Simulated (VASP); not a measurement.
A run of VASP 6.6.1 is set up as follows.

INCAR

```
ALGO = Normal
EDIFF = 1E-6
ENCUT = 520
GGA = RP
ISIF = 2
ISMEAR = -1
LASPH = T
LCHARG = T
LELF = T
LREAL = F
LVHAR = T
LWAVE = F
NBANDS = 28
NELM = 80
PREC = Accurate
SIGMA = 0.1
```

File KPOINTS:

```
k-points
0
Gamma
  11 11 15
```

The input POSCAR:

```
Ru
1.0
    4.2901099387      0.0000000000      0.0000000000
   -2.1450549693      3.7153441920      0.0000000000
    0.0000000000      0.0000000000      2.6977695973
Ru
3
Direct
    1.0000000000      0.0000000000      0.0000000000
    0.3333333333      0.6666666667      0.5000000000
    0.6666666667      0.3333333333      0.5000000000
```

Potentials or basis: VASP PAW PBE potentials, release 64 (Ru_pv).

The run is started by

```sh
$ cat potpaw_PBE.64/Ru_pv/POTCAR > POTCAR
$ mpirun -np 1 vasp_std > vasp.out
```

Problem. Predict the pressure.

Solution. 0.0 GPa.

Problem. What does it give for the band gap on the k mesh?

Solution. Zero (bands 21 and 22 overlap by 2.26 eV).

Stress tensor (GPa, compression positive):
```
-0.05  0.00  0.00
 0.00 -0.05  0.00
 0.00  0.00  0.09
```

Caveat: the PAW data sets were made with another functional, which shifts forces and pressure a little.
